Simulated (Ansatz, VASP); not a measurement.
One calculation of Mg8Se7, two programs

```
Mg Se
1.0
    -5.50895   -5.50895    0.00000
    -5.50895    0.00000   -5.50895
     0.00000   -5.50895   -5.50895
Mg Se
8 7
Direct
  0.50000 0.50000 0.00000
  0.00000 0.50000 0.00000
  0.50000 0.00000 0.00000
  0.00000 0.00000 0.00000
  0.50000 0.50000 0.50000
  0.00000 0.50000 0.50000
  0.50000 0.00000 0.50000
  0.00000 0.00000 0.50000
  0.75000 0.25000 0.25000
  0.25000 0.75000 0.25000
  0.75000 0.75000 0.25000
  0.25000 0.25000 0.75000
  0.75000 0.25000 0.75000
  0.25000 0.75000 0.75000
  0.75000 0.75000 0.75000
```

Change from the starting cell: Se vacancy, atoms relaxed.

Alike in both runs: task relaxation of the atoms; functional PBE; k mesh 4 × 4 × 4; occupations gaussian, width 0.05 eV; no spin polarisation.

```csv
,VASP,Ansatz
version,VASP 6.6.1,Ansatz 0.2.0
potentials or method,"VASP PAW PBE potentials, release 64 (Mg, Se), cutoff 520 eV","scalar-relativistic, plane waves, PAW"
valence electrons in the cell,58,192
```

|  | VASP | Ansatz | Ansatz less VASP |
| --- | --- | --- | --- |
| gap on the k mesh at the Fermi level, each at its own relaxed structure (eV) | 0.02 | 0.03 | +0.011 |

VASP's potentials hold 58 valence electrons a cell and Ansatz's 192, so a difference there can come from the potentials and not from the codes. Ansatz's warnings: stress scf threshold loose.
